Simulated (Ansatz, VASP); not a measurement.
**PbS: VASP beside Ansatz**

```
CELL_PARAMETERS angstrom
-0.01253 3.02909 2.94336
3.03343 -0.03142 2.96225
3.01467 3.02921 -0.01266
ATOMIC_POSITIONS crystal
Pb 0.48756 0.49762 0.48584
S 0.01244 0.00238 0.01416
```

Change from the starting cell: all atoms moved at random (sigma 0.06 Å), cell strained at random (1 %).

Alike in both runs: task single point; functional PBE; k mesh 10 × 10 × 10; occupations gaussian, width 0.05 eV; no spin polarisation.

|  | VASP | Ansatz |
| --- | --- | --- |
| version | VASP 6.6.1 | Ansatz 0.2.0 |
| potentials or method | VASP PAW PBE potentials, release 64 (Pb_d, S), cutoff 520 eV | scalar-relativistic, plane waves, PAW |
| valence electrons in the cell | 20 | 20 |

```csv
,VASP,Ansatz,Ansatz less VASP
gap on the k mesh at the Fermi level (eV),0.58,0.57,-0.006
least direct gap on the mesh (eV),0.59,0.59,-0.006
pressure (GPa),0.2,0.3,+0.07
"traceless stress, the component that is largest in VASP (GPa)",1.68,1.68,0.000
rms of the force components (eV/Å),0.058,0.057,-0.0009
```

Atom by atom the forces differ by 0.001 eV/Å (rms over components).

Neither program's run includes spin-orbit coupling.
